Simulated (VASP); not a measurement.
# ZnS: single point with PBEsol

The system is ZnS.

```xyz
2
Lattice="0.0000 2.6784 2.6784 2.6784 0.0000 2.6784 2.6784 2.6784 0.0000" Properties=species:S:1:pos:R:3 pbc="T T T"
Zn    0.0000    0.0000    0.0000
S     1.3392    1.3392    1.3392
```

```
Program                : VASP 6.6.1
Task                   : single point
Functional             : PBEsol
Potentials or basis    : VASP PAW PBE potentials, release 64 (Zn, S)
Cutoff                 : 500 eV
k mesh                 : 8 × 8 × 8
Occupations            : gaussian, width 0.01 eV
Spin                   : no spin polarisation
Dipole correction      : no
Further INCAR settings : ALGO = Normal; EDIFF = 1e-06; NBANDS = 16
```

| Quantity | Value |
| --- | --- |
| Pressure | 0.2 GPa |
| Band gap on the k mesh | 2.09 eV |

Levels at points of the mesh, in eV from the valence-band top:
```
           k point  band 6  band 7  band 8  band 9  band 10  band 11  band 12  band 13
(0.00, 0.00, 0.00)   -5.95    0.00    0.00    0.00     2.09     6.29     6.29     6.29
(0.50, 0.00, 0.00)   -5.75   -5.54   -0.92   -0.92     3.24     6.82     6.82     8.79
(0.50, 0.50, 0.00)   -5.73   -4.71   -2.35   -2.35     3.18     3.96    11.02    12.06
```

Wall time 8.2 s on 1 thread of Intel(R) Xeon(R) 6975P-C (Granite Rapids) (shared host), peak memory 0.16 GiB.

Caveat: the PAW data sets were made with another functional, which shifts forces and pressure a little.
